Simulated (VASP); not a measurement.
Set up this calculation in VASP 6.6.1, as the native input.

```
Task                   : relaxation of cell and atoms
Functional             : PBE
Potentials or basis    : VASP PAW PBE potentials, release 64 (Zr_sv, Zn, N)
Cutoff                 : 600 eV
k mesh                 : 18 × 18 × 8
Occupations            : gaussian, width 0.1 eV
Spin                   : no spin polarisation
Dipole correction      : no
Further INCAR settings : ALGO = Normal; EDIFF = 1e-06; IBRION = 2; EDIFFG = -0.01; NSW = 100; ISIF = 3
```

The structure of ZrZnN lies in POSCAR:

```
ZrZnN
1.0
    3.5599419091      0.0000000000      0.0000000000
   -1.7799709546      3.0830001293      0.0000000000
    0.0000000000      0.0000000000      5.9701144535
Zr Zn N
1 1 1
Direct
    0.3333333333      0.6666666667      0.5000000000
    0.3333333333      0.6666666667      0.0000000000
    0.0000000000      0.0000000000      0.5000000000
```

The cell was generated, and may not be a known phase.

These files were run (other wordings do the same):

INCAR

```
PREC     = Accurate       # precision mode
ENCUT    = 600            # plane-wave cutoff, eV
EDIFF    = 1E-6           # SCF threshold, eV
ISMEAR   = 0              # smearing method
SIGMA    = 0.1            # smearing width, eV
LREAL    = False          # projectors in reciprocal space
LASPH    = True           # aspherical terms in the spheres
NELM     = 100            # most SCF steps
ALGO     = Normal         # electronic algorithm
ISIF     = 3              # what is computed and relaxed
LWAVE    = False          # write WAVECAR
LCHARG   = False          # write CHGCAR
GGA      = PE             # functional
IBRION   = 2              # ionic algorithm
NSW      = 100            # ionic steps
EDIFFG   = -0.01          # ionic threshold
```

KPOINTS

```
Automatic mesh
0
Gamma
  18 18 8
```

Potentials or basis: VASP PAW PBE potentials, release 64 (Zr_sv, Zn, N).

Run with:

```console
$ cat potpaw_PBE.64/Zr_sv/POTCAR potpaw_PBE.64/Zn/POTCAR potpaw_PBE.64/N/POTCAR > POTCAR
$ mpirun -np 1 vasp_std > vasp.out
```

It gave:

The relaxed volume is 21.62 Å³/atom. The relaxed cell is a = 3.572 Å, b = 3.572 Å, c = 5.869 Å, α = 90.00°, β = 90.00°, γ = 120.00° and the space group after relaxing (to 0.1 Å) is P-6m2 (No. 187). The energy gained by relaxing is 1.8 meV/atom, the ionic steps are 5 and the pressure after relaxing is 0.0 GPa. The band gap on the k mesh is zero (an odd number of electrons rules out a gap without spin polarisation).

It took 22 min on 1 thread of AMD EPYC 7R13 (shared host), peak memory 0.41 GiB.
